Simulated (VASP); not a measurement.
Runs of VASP 6.6.1 on Mg3Zr. The structure is that of space group Pm-3m (No. 221), or close to it. The cells are those of the table. 

```csv
cell,gap on the mesh (eV),pressure (GPa)
"a = 4.320 Å, 4 atoms",none,1.9
"a = 4.402 Å, 4 atoms",none,-1.6
"a = 4.520 Å, 4 atoms",none,(a)
"a = 4.481 Å, 4 atoms",none,-4.2
"a = 4.558 Å, 4 atoms",none,(b)
"a = 4.362 Å, 4 atoms",none,0.1
"a = 4.442 Å, 4 atoms",none,-3.0
```

Alike in all rows: task single point; level LDA; potentials or basis VASP PAW LDA potentials, release 64 (Mg, Zr_sv); no spin polarisation; k mesh 5 × 5 × 5; cutoff (eV) 520; smearing fermi-dirac 0.15 eV.

Problem. Fill in the values left out.

Solution. (a) -5.3; (b) -6.2.

A k mesh can miss the band edges, and the runs leave out spin-orbit coupling on Zr.

A gap of «none» marks levels without a gap at the run's occupations.
